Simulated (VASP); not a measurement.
A run of VASP 6.6.1 is set up as follows.

File INCAR:

```
PREC     = Accurate       # precision mode
ENCUT    = 520            # plane-wave cutoff, eV
EDIFF    = 1E-6           # SCF threshold, eV
ISMEAR   = 0              # smearing method
SIGMA    = 0.05           # smearing width, eV
LREAL    = False          # projectors in reciprocal space
LASPH    = True           # aspherical terms in the spheres
NELM     = 80             # most SCF steps
ALGO     = Normal         # electronic algorithm
ISIF     = 2              # what is computed and relaxed
LWAVE    = False          # write WAVECAR
LCHARG   = True           # write CHGCAR
GGA      = PE             # functional
IVDW     = 12             # dispersion correction
LELF     = True           # ELF
LVHAR    = True         
NBANDS   = 11             # bands
```

KPOINTS

```
Automatic mesh
0
Gamma
  15 15 15
```

The input POSCAR:

```
C
1.0
    1.2427282054      0.7174894639      3.3892873547
   -1.2427282054      0.7174894639      3.3892873547
    0.0000000000     -1.4349789278      3.3892873547
C
2
Direct
    0.1741321547      0.1741321547      0.1741321547
    0.8258678453      0.8258678453      0.8258678453
```

Potentials or basis: VASP PAW PBE potentials, release 64 (C).

Run with:

```sh
$ cat potpaw_PBE.64/C/POTCAR > POTCAR
$ mpirun -np 1 vasp_std > vasp.out
```

Task: What does it give for the largest force?

Result: 2.545 eV/Å.

Task: Estimate the dispersion energy per atom.

Result: -0.154 eV.

Task: Estimate the pressure.

Result: -7.6 GPa.

Stress tensor (GPa, compression positive):
```
-9.61  0.00  0.00
 0.00 -9.61  0.00
 0.00  0.00 -3.59
```

Caveat: forces of over 1 eV/Å act on the atoms, so gaps and moduli don't describe the material at rest.
